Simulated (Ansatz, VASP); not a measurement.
# One calculation of WSe2, two programs

```
W Se
1.0
     3.17296    0.00000    0.00000
    -1.58648    2.74787    0.00000
     0.00000    0.00000   12.82696
W Se
2 4
Direct
  0.66667 0.33333 0.75000
  0.33333 0.66667 0.25000
  0.33333 0.66667 0.88320
  0.66667 0.33333 0.38320
  0.33333 0.66667 0.61680
  0.66667 0.33333 0.11680
```

Change from the starting cell: equal strain along all axes, cell held, atoms relaxed: -3.0 %.

Alike in both runs: functional PBEsol; k mesh 12 × 12 × 2; occupations gaussian, width 0.02 eV; no spin polarisation.

Ansatz relaxed the structure, and its values are those at the end. VASP's run is a single point on that final structure, the one shown.

|  | VASP | Ansatz |
| --- | --- | --- |
| version | VASP 6.6.1 | Ansatz 0.2.0 |
| potentials or method | VASP PAW PBE potentials, release 64 (W_sv, Se), cutoff 520 eV | scalar-relativistic, plane waves, PAW |
| valence electrons in the cell | 52 | 92 |

|  | VASP | Ansatz | Ansatz less VASP |
| --- | --- | --- | --- |
| gap on the k mesh at the Fermi level (eV) | 0.88 | 0.88 | -0.001 |
| least direct gap on the mesh (eV) | 1.64 | 1.64 | +0.002 |
| pressure (GPa) | 7.0 | 6.5 | -0.53 |
| rms of the force components (eV/Å) | 0.030 | 0.002 | -0.0285 |

VASP's potentials were made for PBE, not for PBEsol. VASP's potentials hold 52 valence electrons a cell and Ansatz's 92, so a difference there can come from the potentials and not from the codes. Ansatz's warnings: stress scf threshold loose.

Neither program's run includes spin-orbit coupling.
